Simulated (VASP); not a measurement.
Sb2Se3:

```
CELL_PARAMETERS angstrom
2.11385 1.22043 10.14700
-2.11385 1.22043 10.14700
0.00000 -2.44086 10.14700
ATOMIC_POSITIONS crystal
Sb 0.39330 0.39330 0.39330
Sb 0.60670 0.60670 0.60670
Se 0.22505 0.22505 0.22505
Se 0.77495 0.77495 0.77495
Se 0.00000 0.00000 0.00000
```

This cell differs from its parent crystal: strain +5.0%.

Base run:

```yaml
Program: VASP 6.6.1
Functional: r2SCAN
Potentials_or_basis: VASP PAW PBE potentials, release 64 (Sb, Se)
Cutoff: 520 eV
k_mesh: 8 × 8 × 8
Occupations: fermi-dirac, width 0.02 eV
Spin: no spin polarisation
```

Its results: band gap on the k mesh 0.24 eV, indirect (least direct gap 0.49 eV); pressure -2.9 GPa; largest force 0.045 eV/Å.

The run is repeated on the same cell with these changes: functional from r2SCAN to PBE; further incar settings from ALGO = Normal; EDIFF = 1e-07; NBANDS = 22 to ALGO = Normal; EDIFF = 1e-06; NBANDS = 22. What comes out?

Band gap on the k mesh 0.06 eV, indirect (least direct gap 0.31 eV); pressure -1.7 GPa; largest force 0.087 eV/Å.

Caveats: spin-orbit coupling is left out, which moves the levels of the heavy elements; the PAW data sets were made with another functional, which shifts forces and pressure a little (some runs).

A k mesh can miss the band edges.
